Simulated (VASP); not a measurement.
**Pt: single point with LDA**

Crystal: Pt.

```
CELL_PARAMETERS angstrom
0.00000 2.17911 1.41402
2.17911 0.00000 1.41402
2.17911 2.17911 0.00000
ATOMIC_POSITIONS crystal
Pt 0.00000 0.00000 0.00000
```

This cell differs from its parent crystal: volume 13.429 Å^3 an atom, c/a of the conventional cell 0.6489.

```json
{
  "Program": "VASP 6.6.1",
  "Task": "single point",
  "Functional": "LDA",
  "Potentials or basis": "VASP PAW LDA potentials, release 64 (Pt)",
  "Cutoff": "520 eV",
  "k mesh": "22 × 22 × 22",
  "Occupations": "gaussian, width 0.15 eV",
  "Spin": "no spin polarisation",
  "Dipole correction": "no",
  "Further INCAR settings": "ALGO = Fast; EDIFF = 1e-07; NBANDS = 11"
}
```

```
Pressure               : 41.9 GPa
Band gap on the k mesh : zero (band 5 reaches 14.63 eV, above the bottom of band 6 at 11.77 eV)
```

Stress tensor (GPa, compression positive):
```
46.31  0.00  0.00
 0.00 46.31  0.00
 0.00  0.00 33.10
```

Levels at points of the mesh, in eV from the Fermi level:
```
           k point  band 3  band 4  band 5  band 6  band 7  band 8
(0.00, 0.00, 0.00)   -4.14   -4.14   -2.13   -0.76   16.27   16.27
(0.50, 0.00, 0.00)   -1.50   -0.29   -0.02    1.39    8.13   12.87
(0.50, 0.50, 0.00)    0.60    0.60    0.92    7.08    7.08    9.91
(0.50, 0.00, 0.50)   -2.42   -1.18   -0.70    1.25    7.24   13.69
```

Wall time 100 s on 1 thread of AMD EPYC 7R13, on a shared host, peak memory 0.24 GiB.

Caveat: spin-orbit coupling is left out, which moves the levels of the heavy elements.
